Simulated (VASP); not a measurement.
Write the native input for VASP 6.6.1 that does the following.

```
Task                   : single point
Functional             : PBEsol
Potentials or basis    : VASP PAW PBE potentials, release 64 (V_sv, H)
Cutoff                 : 520 eV
k mesh                 : 5 × 5 × 5
Occupations            : fermi-dirac, width 0.1 eV
Spin                   : collinear spin, ferromagnetic start
Starting moments       : [1.0, 0.0, 0.0] μB
Dipole correction      : no
Further INCAR settings : ALGO = Normal; EDIFF = 1e-06; NBANDS = 18
```

The structure of VH2 lies in POSCAR:

```
VH2
1.0
    0.0000000000      2.1355000000      2.1355000000
    2.1355000000      0.0000000000      2.1355000000
    2.1355000000      2.1355000000      0.0000000000
V H
1 2
Direct
    0.0000000000      0.0000000000      0.0000000000
    0.2500000000      0.2500000000      0.2500000000
    0.7500000000      0.7500000000      0.7500000000
```

The input as run:

INCAR

```
SYSTEM = VH2
PREC     = Accurate       ! precision mode
ENCUT    = 520            ! plane-wave cutoff, eV
EDIFF    = 1E-6           ! SCF threshold, eV
ISMEAR   = -1             ! smearing method
SIGMA    = 0.1            ! smearing width, eV
LREAL    = .False.        ! projectors in reciprocal space
LASPH    = .True.         ! aspherical terms in the spheres
NELM     = 150            ! most SCF steps
ALGO     = Normal         ! electronic algorithm
ISIF     = 2              ! what is computed and relaxed
LWAVE    = .False.        ! write WAVECAR
LCHARG   = .False.        ! write CHGCAR
ISPIN    = 2              ! spin polarisation
MAGMOM   = 1 0 0          ! initial moments
LORBIT   = 11             ! projections on sites
LMAXMIX  = 4              ! l up to which the mixer works
GGA      = PS             ! functional
NBANDS   = 18             ! bands
```

KPOINTS

```
regular mesh
0
Gamma
  5 5 5
  0 0 0
```

Potentials or basis: VASP PAW PBE potentials, release 64 (V_sv, H).

The run is started by

```bash
$ cat potpaw_PBE.64/V_sv/POTCAR potpaw_PBE.64/H/POTCAR > POTCAR
$ mpirun -np 1 vasp_std > vasp.out
```

It gave:

| Property | Result |
| --- | --- |
| Pressure | -11.3 GPa |
| Net moment | 0.29 μB per cell |
| Site moments | V +0.27; H -0.00 μB |
| Valence electrons inside the program's atomic spheres | V 11.59; H 0.59 |

Caveat: the k points lie up to 0.51 Å⁻¹ apart; the PAW data sets were made with another functional, which shifts forces and pressure a little.

Wall time 21 s on 1 thread of AMD EPYC 7R13 Processor (Zen 3), with other jobs on the host, peak memory 0.11 GiB.
